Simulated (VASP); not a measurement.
# PtS2 (P-3m1) in VASP: settings compared

The runs below take PtS2 through single point, with PBE, r2SCAN.

Program: VASP 6.6.1. These are calculated values, not measurements. Logs are shortened: lines on timing, memory, paths and dates and some standing lists are left out, and cuts for length are marked.

### 1 The cell of the first run

The structure is trigonal, space group P-3m1 (No. 164). Conventional cell: a = 3.613 Å, b = 3.613 Å, c = 5.138 Å, α = 90.00°, β = 90.00°, γ = 120.00°. Within 3.2 Å of Pt (site symmetry -3m) lie 6 S at 2.39 Å. Within 3.2 Å of S (site symmetry 3m) lie 3 Pt at 2.39 Å and 3 S at 3.13 Å.

### 2 Single point, PBE

The input, INCAR:

```
SYSTEM = PtS2
ALGO = Normal
EDIFF = 1E-6
ENCUT = 520
GGA = PE
ISIF = 2
ISMEAR = -1
LASPH = .True.
LCHARG = .False.
LREAL = .False.
LWAVE = .False.
NBANDS = 18
NELM = 100
PREC = Accurate
SIGMA = 0.05
```

The input, KPOINTS:

```
k-points
0
Gamma
  7 7 5
  0 0 0
```

The input, POSCAR:

```
PtS2
1.0
    3.6126921524      0.0000000000      0.0000000000
   -1.8063460762      3.1286831800      0.0000000000
    0.0000000000      0.0000000000      5.1376250896
Pt S
1 2
Direct
    0.0000000000      0.0000000000      0.0000000000
    0.6666666667      0.3333333333      0.7730000000
    0.3333333333      0.6666666667      0.2270000000
```

Potentials or basis: VASP PAW PBE potentials, release 64 (Pt, S).

Run with:

```bash
cat potpaw_PBE.64/Pt/POTCAR potpaw_PBE.64/S/POTCAR > POTCAR
mpirun -np 1 vasp_std > vasp.out
```

OUTCAR:

```text
SYSTEM = PtS2
   EDIFF = 1E-6
   ENCUT = 520
   GGA = PE
   ISIF = 2
   ISMEAR = -1
   LASPH = .True.
   LREAL = .False.
   NELM = 100
   PREC = Accurate

 ion  position               nearest neighbor table
   1  0.000  0.000  0.000-   2 2.39   3 2.39   3 2.39   2 2.39   2 2.39   3 2.39
   2  0.667  0.333  0.773-   1 2.39   1 2.39   1 2.39
   3  0.333  0.667  0.227-   1 2.39   1 2.39   1 2.39

  LATTYP: Found a hexagonal cell.
 ALAT       =     3.6126921524
 C/A-ratio  =     1.4221043125

  Lattice vectors:

 A1 = (   3.6126921524,   0.0000000000,   0.0000000000)
 A2 = (  -1.8063460762,   3.1286831800,   0.0000000000)
 A3 = (   0.0000000000,   0.0000000000,   5.1376250896)

Analysis of symmetry for initial positions (statically):
=====================================================================
 Subroutine PRICEL returns:
 Original cell was already a primitive cell.

 Routine SETGRP: Setting up the symmetry group for a
 hexagonal supercell.

 Subroutine GETGRP returns: Found 12 space group operations
 (whereof 12 operations were pure point group operations)
 out of a pool of 24 trial point group operations.

The static configuration has the point symmetry D_3d.

Analysis of symmetry for dynamics (positions and initial velocities):
=====================================================================
 Subroutine PRICEL returns:
 Original cell was already a primitive cell.

 Routine SETGRP: Setting up the symmetry group for a
 hexagonal supercell.

 Subroutine GETGRP returns: Found 12 space group operations
 (whereof 12 operations were pure point group operations)
 out of a pool of 24 trial point group operations.

The dynamic configuration has the point symmetry D_3d.

 Subroutine INISYM returns: Found 12 space group operations
 (whereof 12 operations are pure point group operations),
 and found     1 'primitive' translations

----------------------------------------------------------------------------------------

                                     Primitive cell

  volume of cell :      58.0704

  direct lattice vectors                    reciprocal lattice vectors
     3.612692152  0.000000000  0.000000000     0.276801886  0.159811643  0.000000000
    -1.806346076  3.128683180  0.000000000     0.000000000  0.319623286  0.000000000
     0.000000000  0.000000000  5.137625090     0.000000000  0.000000000  0.194642463

  length of vectors
     3.612692152  3.612692152  5.137625090     0.319623286  0.319623286  0.194642463

  position of ions in fractional coordinates (direct lattice)
     0.000000000  0.000000000  0.000000000
     0.666666667  0.333333333  0.773000000
     0.333333333  0.666666667  0.227000000

  ion indices of the primitive-cell ions
   primitive index   ion index
                 1           1
                 2           2
                 3           3

----------------------------------------------------------------------------------------

 KPOINTS: k-points

Automatic generation of k-mesh.
 Grid dimensions read from file:
 generate k-points for:    7    7    5

 Generating k-lattice:

  Cartesian coordinates                     Fractional coordinates (reciprocal lattice)
     0.039543127  0.022830235  0.000000000     0.142857143 -0.000000000  0.000000000
     0.000000000  0.045660469  0.000000000     0.000000000  0.142857143  0.000000000
     0.000000000  0.000000000  0.038928493     0.000000000  0.000000000  0.200000000

  Length of vectors
     0.045660469  0.045660469  0.038928493

  Shift w.r.t. Gamma in fractional coordinates (k-lattice)
     0.000000000  0.000000000  0.000000000

 Subroutine IBZKPT returns following result:
 ===========================================

 Found     32 irreducible k-points:

 Following reciprocal coordinates:
            Coordinates               Weight
  0.000000  0.000000  0.000000      1.000000
  0.142857 -0.000000  0.000000      6.000000
  0.285714  0.000000  0.000000      6.000000
  0.428571  0.000000  0.000000      6.000000
  0.142857  0.142857  0.000000      6.000000
  0.285714  0.142857  0.000000     12.000000
[... 16 lines left out ...]
  0.000000  0.142857  0.400000      6.000000
  0.285714  0.000000  0.400000      6.000000
 [... further k-points ...]
   k-points           NKPTS =     32   k-points in BZ     NKDIM =     32   number of bands    NBANDS=     18
   number of dos      NEDOS =    301   number of ions     NIONS =      3
   total plane-waves  NPLWV =  31360
   dimension x,y,z NGX =    28 NGY =   28 NGZ =   40
   dimension x,y,z NGXF=    56 NGYF=   56 NGZF=   80
   ions per type =               1   2
   NGX,Y,Z   is equivalent  to a cutoff of  12.88, 12.88, 12.94 a.u.
   NGXF,Y,Z  is equivalent  to a cutoff of  25.77, 25.77, 25.89 a.u.
 SYSTEM =  PtS2
   PREC   = accura    normal or accurate (medium, high low for compatibility)
   ISTART =      0    job   : 0-new  1-cont  2-samecut
   ICHARG =      2    charge: 1-file 2-atom 10-const
   ISPIN  =      1    spin polarized calculation?
   LNONCOLLINEAR =      F non collinear calculations
   LSORBIT =      F    spin-orbit coupling
   LASPH  =      T    aspherical Exc in radial PAW
   ENCUT  =  520.0 eV  38.22 Ry    6.18 a.u.   6.72  6.72  9.55*2*pi/ulx,y,z
   NELM   =    100;   NELMIN=  2; NELMDL= -5     # of ELM steps
   EDIFF  = 0.1E-05   stopping-criterion for ELM
   LREAL  =      F    real-space projection
   EDIFFG = 0.1E-04   stopping-criterion for IOM
   NSW    =      0    number of steps for IOM
   IBRION =     -1    ionic relax: 0-MD 1-quasi-New 2-CG
   NFREE  =      0    steps in history (QN), initial steepest desc. (CG)
   ISIF   =      2    stress and relaxation
   ISYM   =      2    0-nonsym 1-usesym 2-fastsym
   POTIM  = 0.5000    time-step for ionic-motion
   TEBEG  =    0.0;   TEEND  =   0.0 temperature during run
   PSTRESS=    0.0 pullay stress
   NELECT =      22.0000    total number of electrons
   NUPDOWN=      -1.0000    fix difference up-down
   EMIN   =  10.00;   EMAX   =-10.00  energy-range for DOS
   EFERMI =   0.00;   METHOD = LEGACY
   ISMEAR =    -1;   SIGMA  =   0.05  broadening in eV -4-tet -1-fermi 0-gaus
   EFERMI_NEDOS =   21; number of points for ismear=-14 and -15
   IALGO  =     38    algorithm
   IMIX   =      4    mixing-type and parameters
     AMIX     =   0.40;   BMIX     =  1.00
     AMIX_MAG =   1.60;   BMIX_MAG =  1.00
  volume/ion in A,a.u.               =      19.36       130.63
  Fermi-wavevector in a.u.,A,eV,Ry     =   1.184579  2.238530 19.092072  1.403228
  Thomas-Fermi vector in A             =   2.320790
   LORBIT       =      0    0 simple, 1 ext, 2 COOP (PROOUT), +10 PAW based schemes
   GGA     = PE    functional components
   LHFCALC =     F    Hartree Fock is set to
   AEXX    =    0.0000 exact exchange contribution
   IVDW    =     0    specifies the selected vdW correction
   LEPSILON=     F    determine dielectric tensor
   LRPA    =     F    only Hartree local field effects (RPA)
 non-spin polarized calculation
  energy-cutoff  :      520.00
  volume of cell :       58.07
 maximum number of plane-waves:      1585
 NGX is ok and might be reduce to    28
   NGX = 13   NGY = 13   NGZ = 19

 number of electron      21.9999998 magnetization

 Free energy of the ion-electron system (eV)
  ---------------------------------------------------
  ext. energy  EPLUGINS =         0.00000000
  ---------------------------------------------------
  free energy    TOTEN  =       -15.40184763 eV

  energy without entropy =      -15.40182992  energy(sigma->0) =      -15.40183877

 E-fermi :   6.3254     XC(G=0): -10.2860

 val. band max:        5.9045991686   @ k =   0.0000   0.1429   0.2000
 cond. band min:       6.7474812749   @ k =   0.0000   0.2857   0.2000
 fundamental gap:      0.8428821063
 Fermi energy:         6.3254405923

 k-point     1 :       0.0000    0.0000    0.0000
  band No.  band energies     occupation
      1      -9.0890      2.00000
      2      -6.2068      2.00000
      3      -0.5963      2.00000
      4      -0.5963      2.00000
      5      -0.5018      2.00000
      6       2.2874      2.00000
[... 10 lines left out ...]
     17      13.8782      0.00000
     18      17.6309      0.00000

 k-point     2 :       0.1429   -0.0000    0.0000
  band No.  band energies     occupation
      1      -8.8428      2.00000
      2      -6.3414      2.00000
      3      -0.4305      2.00000
      4      -0.4146      2.00000
      5      -0.2397      2.00000
      6       1.8907      2.00000
[... 10 lines left out ...]
     17      14.6216      0.00000
     18      16.3800      0.00000

 k-point     3 :       0.2857    0.0000    0.0000
  band No.  band energies     occupation
      1      -8.1917      2.00000
      2      -6.6368      2.00000
      3      -0.1983      2.00000
      4      -0.0603      2.00000
      5       0.5201      2.00000
      6       0.8726      2.00000
[... 10 lines left out ...]
     17      14.8963      0.00000
     18      15.0680      0.00000

 k-point     4 :       0.4286    0.0000    0.0000
  band No.  band energies     occupation
      1      -7.4493      2.00000
      2      -6.9445      2.00000
      3      -0.9564      2.00000
      4       0.1699      2.00000
      5       0.9744      2.00000
      6       1.5841      2.00000
[... 10 lines left out ...]
     17      14.4294      0.00000
     18      16.4008      0.00000

 k-point     5 :       0.1429    0.1429    0.0000
  band No.  band energies     occupation
      1      -8.3919      2.00000
      2      -6.5511      2.00000
      3      -0.1957      2.00000
      4      -0.0786      2.00000
      5       0.1855      2.00000
      6       1.3617      2.00000
[... 10 lines left out ...]
     17      15.1755      0.00000
     18      15.6764      0.00000

 k-point     6 :       0.2857    0.1429    0.0000
  band No.  band energies     occupation
      1      -7.6819      2.00000
      2      -6.8199      2.00000
      3      -0.3815      2.00000
      4       0.0637      2.00000
      5       0.6984      2.00000
      6       1.1258      2.00000
[... 10 lines left out ...]
     17      14.6197      0.00000
     18      15.8183      0.00000

 k-point     7 :       0.4286    0.1429    0.0000
  band No.  band energies     occupation
      1      -7.1599      2.00000
      2      -7.0698      2.00000
      3      -0.9504      2.00000
      4       0.1104      2.00000
      5       1.0126      2.00000
      6       1.7377      2.00000
[... 10 lines left out ...]
     17      15.5663      0.00000
     18      16.1633      0.00000

 k-point     8 :       0.2857    0.2857    0.0000
  band No.  band energies     occupation
      1      -7.1728      2.00000
      2      -6.9731      2.00000
      3      -0.5325      2.00000
      4       0.1282      2.00000
      5       0.2254      2.00000
      6       1.5410      2.00000
[... 10 lines left out ...]
     17      15.3850      0.00000
     18      15.8150      0.00000
[... 229 lines left out ...]
     17      15.5701      0.00000
     18      15.9450      0.00000

 k-point    20 :       0.2857    0.2857    0.2000
  band No.  band energies     occupation
      1      -7.1494      2.00000
      2      -6.9854      2.00000
      3      -0.5218      2.00000
      4       0.0110      2.00000
      5       0.2633      2.00000
      6       1.5766      2.00000
[... 10 lines left out ...]
     17      15.1546      0.00000
     18      16.0033      0.00000

 k-point    21 :       0.0000    0.0000    0.4000
  band No.  band energies     occupation
      1      -8.8550      2.00000
      2      -6.7497      2.00000
      3      -0.5787      2.00000
      4      -0.5787      2.00000
      5       0.5169      2.00000
      6       2.2697      2.00000
[... 10 lines left out ...]
     17      13.5952      0.00000
     18      15.5676      0.00000

 k-point    22 :       0.1429   -0.0000    0.4000
  band No.  band energies     occupation
      1      -8.6106      2.00000
      2      -6.8029      2.00000
      3      -0.5959      2.00000
      4      -0.4104      2.00000
      5       0.6886      2.00000
      6       1.8758      2.00000
[... 10 lines left out ...]
     17      14.2663      0.00000
     18      15.0899      0.00000

 k-point    23 :       0.0000    0.1429    0.4000
  band No.  band energies     occupation
      1      -8.6137      2.00000
      2      -6.7950      2.00000
      3      -0.6061      2.00000
      4      -0.4265      2.00000
      5       0.6891      2.00000
      6       1.8405      2.00000
[... 10 lines left out ...]
     17      14.6558      0.00000
     18      14.7879      0.00000

 k-point    24 :       0.2857    0.0000    0.4000
  band No.  band energies     occupation
      1      -7.9704      2.00000
      2      -6.9375      2.00000
      3      -0.4758      2.00000
      4      -0.0652      2.00000
      5       0.4004      2.00000
      6       1.5267      2.00000
[... 10 lines left out ...]
     17      15.6646      0.00000
     18      15.7284      0.00000

 [... further k-points ...]
[... 5 lines left out ...]
  --------------------------------------------------------------------------------------
  -------------------------------------------------------------------------------------
  Total        0.4613655      0.4613655      1.3722947      0.0000000      0.0000000      0.0000000
  in kB       12.7291904     12.7291904     37.8619520      0.0000000      0.0000000      0.0000000
  external PRESSURE =      21.1067776 kB  Pullay stress =       0.0000000 kB

 VOLUME and BASIS-vectors are now :
 -----------------------------------------------------------------------------
  energy-cutoff  :      520.00
  volume of cell :       58.07
      direct lattice vectors                 reciprocal lattice vectors
     3.612692152  0.000000000  0.000000000     0.276801886  0.159811643  0.000000000
    -1.806346076  3.128683180  0.000000000     0.000000000  0.319623286  0.000000000
     0.000000000  0.000000000  5.137625090     0.000000000  0.000000000  0.194642463

 POSITION                                       TOTAL-FORCE (eV/Angst)
 -----------------------------------------------------------------------------------
      0.00000      0.00000      0.00000        -0.000000      0.000000      0.000000
      1.80635      1.04289      3.97138        -0.000000      0.000000     -0.390429
     -0.00000      2.08579      1.16624         0.000000     -0.000000      0.390429
 -----------------------------------------------------------------------------------
    total drift:                                0.000000     -0.000000      0.000000

  FREE ENERGIE OF THE ION-ELECTRON SYSTEM (eV)
  ---------------------------------------------------
  free  energy   TOTEN  =       -15.4018476267 eV

  energy  without entropy=      -15.4018299225  energy(sigma->0) =      -15.40183877
```

Wall time 30 s (1 thread of Intel Xeon Platinum 8259CL at 2.50GHz (Skylake/Cascade Lake), shared host); peak memory 0.19 GiB.

Results:

- Free energy: -15.4018 eV
- Pressure: 2.1 GPa
- Largest force: 0.390 eV/Å
- Band gap on the k mesh: 0.84 eV, indirect (least direct gap 1.11 eV)

Forces in eV/Å, atoms in the order of the input:
```
Pt   0.000  0.000  0.000
S    0.000  0.000 -0.390
S    0.000  0.000  0.390
```

Stress tensor (GPa, compression positive):
```
1.27 0.00 0.00
0.00 1.27 0.00
0.00 0.00 3.79
```

Levels at points of the mesh, in eV from the valence-band top:
| k point | band 9 | band 10 | band 11 | band 12 | band 13 | band 14 |
| --- | --- | --- | --- | --- | --- | --- |
| (0.00, 0.00, 0.00) | -1.05 | -1.05 | -0.05 | 2.32 | 2.32 | 4.90 |

Caveat: spin-orbit coupling is left out, which moves the levels of the heavy elements.

### 3 Single point, r2SCAN

This run uses another cell than the first one, of 17.17 Å³/atom, 0.887 times its volume.

The input, POSCAR:

```
PtS2
1.0
    3.4708695004      0.0000000000      0.0000000000
   -1.7354347502      3.0058611606      0.0000000000
    0.0000000000      0.0000000000      4.9359384846
Pt S
1 2
Direct
    0.0000000000      0.0000000000      0.0000000000
    0.6666666667      0.3333333333      0.7730000000
    0.3333333333      0.6666666667      0.2270000000
```

The input, INCAR.step1:

```
PREC = Accurate
ENCUT = 520
ISMEAR = -1
SIGMA = 0.05
LREAL = False
LASPH = True
NELM = 80
NBANDS = 18
GGA = PE
ALGO = Normal
EDIFF = 1E-4
LWAVE = True
LCHARG = False
```

The input, INCAR.step2:

```
PREC = Accurate
ENCUT = 520
EDIFF = 1E-6
ISMEAR = -1
SIGMA = 0.05
LREAL = False
LASPH = True
NELM = 80
ALGO = Normal
ISIF = 2
LWAVE = False
LCHARG = False
METAGGA = R2SCAN
LMIXTAU = True
NBANDS = 18
ISTART = 1
```

The input, KPOINTS:

```
regular mesh
0
Gamma
  7 7 5
```

Potentials or basis: VASP PAW PBE potentials, release 64 (Pt, S).

Run with:

```bash
cat potpaw_PBE.64/Pt/POTCAR potpaw_PBE.64/S/POTCAR > POTCAR
cp INCAR.step1 INCAR
mpirun -np 1 vasp_std > vasp.out
cp INCAR.step2 INCAR
mpirun -np 1 vasp_std > vasp.out
```

Run time: 1.9 min. Hardware: 1 thread of Intel Xeon Platinum 8259CL at 2.50GHz (Skylake/Cascade Lake), shared host; peak memory 0.19 GiB.

Results (log left out):

```
Free energy            : -68.4256 eV
Pressure               : 21.9 GPa
Largest force          : 2.278 eV/Å
Band gap on the k mesh : 1.12 eV, indirect (least direct gap 1.43 eV)
```

Forces on the atoms (eV/Å):
```
Pt   0.000  0.000  0.000
S    0.000  0.000 -2.278
S    0.000  0.000  2.278
```

Stress tensor (GPa, compression positive):
```
23.69  0.00  0.00
 0.00 23.69  0.00
 0.00  0.00 18.32
```

Levels at points of the mesh, in eV from the valence-band top:
| k point | band 8 | band 9 | band 10 | band 11 | band 12 | band 13 | band 14 | band 15 |
| --- | --- | --- | --- | --- | --- | --- | --- | --- |
| (0.00, 0.00, 0.00) | -2.03 | -1.28 | -1.28 | -0.18 | 2.80 | 2.80 | 5.13 | 6.93 |

Caveat: the PAW data sets were made with another functional, which shifts forces and pressure a little; spin-orbit coupling is left out, which moves the levels of the heavy elements. A k mesh can miss the band edges.
